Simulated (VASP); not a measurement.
# GdAl2N3: single point with PBE

The system is GdAl2N3.

```xyz
6
Lattice="5.3511 0.0000 0.0000 -2.6755 4.6342 0.0000 0.0000 0.0000 2.6765" Properties=species:S:1:pos:R:3 pbc="T T T"
Gd    0.0000    0.0000    0.0000
Al    2.6755    1.5447    0.0000
Al    0.0000    3.0895    0.0000
N     1.3378    2.3171    1.3383
N     2.6755    0.0000    1.3383
N    -1.3378    2.3171    1.3383
```

The cell was built from a structure type or drawn by symmetry, and may not be a known phase.

* Program: VASP 6.6.1
* Task: single point
* Functional: PBE
* Potentials or basis: VASP PAW PBE potentials, release 64 (Gd, Al, N)
* Cutoff: 520 eV
* k mesh: 6 × 6 × 4
* Occupations: gaussian, width 0.1 eV
* Spin: collinear spin, ferromagnetic start
* Starting moments: [7.0, 0.0, 0.0, 0.0, 0.0, 0.0] μB

The pressure is -0.1 GPa. The net moment is 6.62 μB per cell and the site moments are Gd +6.74; Al +0.01; N -0.10 μB. The valence electrons inside the program's atomic spheres are Gd 15.38; Al 0.71; N 3.72.

Stress tensor (GPa, compression positive):
```
-0.16  0.00  0.00
 0.00 -0.16  0.00
 0.00  0.00 -0.07
```

Levels at points of the mesh, in eV from the Fermi level:
Spin up:
```tsv
k point	band 20	band 21	band 22	band 23	band 24	band 25	band 26	band 27
(0.00, 0.00, 0.00)	-0.48	-0.48	-0.13	0.16	0.16	1.48	1.48	1.80
(0.50, 0.00, 0.00)	-1.32	-0.75	-0.70	-0.24	0.10	2.03	4.48	5.41
(0.00, 0.00, 0.50)	-4.55	-0.24	-0.24	0.71	2.02	2.94	2.94	3.93
(0.50, 0.00, 0.50)	-3.02	-1.90	-1.78	-0.18	0.47	0.86	1.81	2.44
```
Spin down:
```
           k point  band 13  band 14  band 15  band 16  band 17  band 18  band 19  band 20
(0.00, 0.00, 0.00)    -0.56    -0.56    -0.53    -0.23    -0.23     0.17     0.17     0.61
(0.50, 0.00, 0.00)    -0.98    -0.80    -0.61    -0.37    -0.21     0.14     0.16     0.57
(0.00, 0.00, 0.50)    -4.46    -0.21    -0.21     0.17     0.36     0.43     0.43     0.51
(0.50, 0.00, 0.50)    -2.87    -2.21    -2.11    -0.03     0.28     0.55     0.57     0.63
```

Wall time 7.9 min on 1 thread of Intel(R) Xeon(R) Platinum 8259CL CPU @ 2.50GHz (Skylake/Cascade Lake), with other jobs on the host, peak memory 0.25 GiB.

Caveat: the k points lie up to 0.59 Å⁻¹ apart; spin-orbit coupling is left out, which moves the levels of the heavy elements; a cell with one magnetic atom can't hold antiferromagnetic order, which such compounds often take; semilocal functionals describe open f shells poorly, which spoils levels, moments and volumes. With open d or f shells a metallic result of PBE can be an artefact of self-interaction; +U or a hybrid may open a gap.
